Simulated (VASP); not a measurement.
Runs of VASP 6.6.1 on Si2W3. The structure is that of space group Pm-3m (No. 221), or close to it. The cells are those of the table. The cell was built from a structure type or drawn by symmetry, and may not be a known phase.

```csv
task,cell,k mesh,cutoff (eV),gap on the mesh (eV),pressure (GPa),relaxed volume (Å³/atom)
single point,"a = 4.467 Å, 5 atoms",8 × 8 × 8,520,none,0.2,-
relaxation of cell and atoms,"relaxed from a = 4.467 Å, 5 atoms",8 × 8 × 8,600,none,0.0,17.84
single point,"a = 4.335 Å, 5 atoms",4 × 4 × 4,520,none,18.6,-
single point,"a = 4.467 Å, 5 atoms",4 × 4 × 4,520,none,(a),-
relaxation of cell and atoms,"relaxed from a = 4.335 Å, 5 atoms",4 × 4 × 4,600,none,-0.1,(b)
```

Alike in all rows: level PBE; potentials or basis VASP PAW PBE potentials, release 64 (Si, W_sv); no spin polarisation; smearing gaussian 0.1 eV.

Problem. Estimate the missing entries.

Solution. (a) 0.1; (b) 17.85.

Caveats: some runs use coarse meshes; spin-orbit coupling is left out, which moves the levels of the heavy elements.

A k mesh can miss the band edges, and the runs leave out spin-orbit coupling on W.

A gap of «none» marks levels without a gap at the run's occupations.
